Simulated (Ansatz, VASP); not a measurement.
**Two plane-wave programs on Na3Rh**

```
Na Rh
1.0
     4.49930    0.00000    0.00000
     0.00000    4.49930    0.00000
     0.00000    0.00000    4.43050
Na Rh
3 1
Direct
  0.00000 0.50000 0.50000
  0.50000 0.00000 0.50000
  0.50000 0.50000 0.00000
  0.00000 0.00000 0.00000
```

Alike in both runs: functional PBE; k mesh 4 × 4 × 4; occupations gaussian, width 0.1 eV; no spin polarisation.

Ansatz relaxed the structure, and its values are those at the end. VASP's run is a single point on that final structure, the one shown.

|  | VASP | Ansatz |
| --- | --- | --- |
| version | VASP 6.6.1 | Ansatz 0.2.0 |
| potentials or method | VASP PAW PBE potentials, release 64 (Na_pv, Rh_pv), cutoff 520 eV | scalar-relativistic, plane waves, PAW |
| valence electrons in the cell | 36 | 44 |

```csv
,VASP,Ansatz,Ansatz less VASP
gap on the k mesh at the Fermi level (eV),none,none,-
pressure (GPa),0.3,0.2,-0.03
```

A gap of «none» marks a metal or a gap that the smearing closes. VASP's potentials hold 36 valence electrons a cell and Ansatz's 44, so a difference there can come from the potentials and not from the codes.
